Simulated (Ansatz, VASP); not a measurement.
BeSn2S3: VASP beside Ansatz

INCAR

```
PREC = Accurate ; ENCUT = 600
EDIFF = 1E-6 ; ISMEAR = 0
SIGMA = 0.1 ; LREAL = F
LASPH = T ; NELM = 120
ALGO = Normal ; ISIF = 2
LWAVE = F ; LCHARG = T
GGA = PE ; LELF = T
LVHAR = T ; NBANDS = 33
GGA_COMPAT = F
```

File KPOINTS:

```
Automatic mesh
0
Gamma
  4 4 2
```

POSCAR

```
BeSn2S3
1.0
    4.0609084158      0.0000000000      0.0000000000
   -0.7205674422      4.5681299529      0.0000000000
   -0.8625434100     -0.2876834381      8.8435843436
Be Sn S
1 2 3
Direct
    0.0176529336      0.4814124765      0.0286328181
    0.3082521344      0.0119638075      0.7956126408
    0.7027875697      0.0237399578      0.3295436691
    0.4433917823      0.5172523347      0.1576956730
    0.8787760363      0.4023529463      0.8080506799
    0.2405326937      0.8943378972      0.5101056891
```

Input for Ansatz:

```yaml
crystal:
  lattice:
    - [4.0609084158, 0.0, 0.0]
    - [-0.7205674422, 4.5681299529, 0.0]
    - [-0.86254341, -0.2876834381, 8.8435843436]
  atoms:
    - { symbol: Be, position: [0.0176529336, 0.4814124765, 0.0286328181] }
    - { symbol: Sn, position: [0.3082521344, 0.0119638075, 0.7956126408] }
    - { symbol: Sn, position: [0.7027875697, 0.0237399578, 0.3295436691] }
    - { symbol: S, position: [0.4433917823, 0.5172523347, 0.157695673] }
    - { symbol: S, position: [0.8787760363, 0.4023529463, 0.8080506799] }
    - { symbol: S, position: [0.2405326937, 0.8943378972, 0.5101056891] }
basis:
  ecutwfc: 420
kpoints:
  mp_grid: { grid: [4, 4, 2] }
hamiltonian:
  xc: pbe
scf:
  occupations: { method: gaussian, width: 0.1 }
  lower_state_search: "off"
output:
  forces: true
  stress: true
  eigenvalues: true
```

Alike in both runs: task single point; functional PBE; k mesh 4 × 4 × 2; occupations gaussian, width 0.1 eV; no spin polarisation.

|  | VASP | Ansatz |
| --- | --- | --- |
| version | VASP 6.6.1 | Ansatz 0.2.0 |
| potentials or method | VASP PAW PBE potentials, release 64 (Be, Sn_d, S), cutoff 600 eV | scalar-relativistic, plane waves, PAW |
| valence electrons in the cell | 48 | 48 |

|  | VASP | Ansatz | Ansatz less VASP |
| --- | --- | --- | --- |
| gap on the k mesh at the Fermi level (eV) | 0.88 | 0.89 | +0.005 |
| least direct gap on the mesh (eV) | 1.17 | 1.18 | +0.005 |
| pressure (GPa) | -0.4 | -0.4 | -0.01 |
| traceless stress, the component that is largest in VASP (GPa) | 1.96 | 1.96 | +0.005 |
| rms of the force components (eV/Å) | 0.183 | 0.185 | +0.0016 |

Atom by atom the forces differ by 0.005 eV/Å (rms over components). With one functional, cell and mesh, what is left measures potentials, basis and numerics.
